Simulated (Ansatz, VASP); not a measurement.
## MgO in VASP and in Ansatz

```xyz
8
Lattice="3.2805 0.0000 0.0000 -1.6403 2.8410 0.0000 0.0000 0.0000 10.5139" Properties=species:S:1:pos:R:3 pbc="T T T"
Mg   -0.2200    1.5640   10.1931
Mg    0.1534    0.2301    2.3217
Mg   -0.1534   -0.2301    7.5786
Mg    1.8603    1.2770    4.9362
O    -0.1659    1.6451    8.2013
O     0.2013    0.3019    5.5686
O    -0.2013   -0.3019    0.3117
O     1.8062    1.1959    2.9443
```

Change from the starting cell: mode 4 frozen in at -0.220 Å and mode 5 at -0.330 Å (largest displacements).

Alike in both runs: task single point; functional PBE; k mesh 9 × 9 × 2; occupations gaussian, width 0.05 eV; no spin polarisation.

|  | VASP | Ansatz |
| --- | --- | --- |
| version | VASP 6.6.1 | Ansatz 0.2.0 |
| potentials or method | VASP PAW PBE potentials, release 64 (Mg, O), cutoff 520 eV | scalar-relativistic, plane waves, PAW |
| valence electrons in the cell | 32 | 64 |

|  | VASP | Ansatz | Ansatz less VASP |
| --- | --- | --- | --- |
| gap on the k mesh at the Fermi level (eV) | 3.10 | 3.12 | +0.021 |
| least direct gap on the mesh (eV) | 3.10 | 3.12 | +0.021 |
| pressure (GPa) | -1.4 | -1.0 | +0.43 |
| traceless stress, the component that is largest in VASP (GPa) | -3.07 | -3.04 | +0.037 |
| rms of the force components (eV/Å) | 0.213 | 0.211 | -0.0025 |

Atom by atom the forces differ by 0.003 eV/Å (rms over components). The functional is the same, so the differences come from potentials, cutoffs and numerics. VASP's potentials hold 32 valence electrons a cell and Ansatz's 64, so a difference there can come from the potentials and not from the codes.
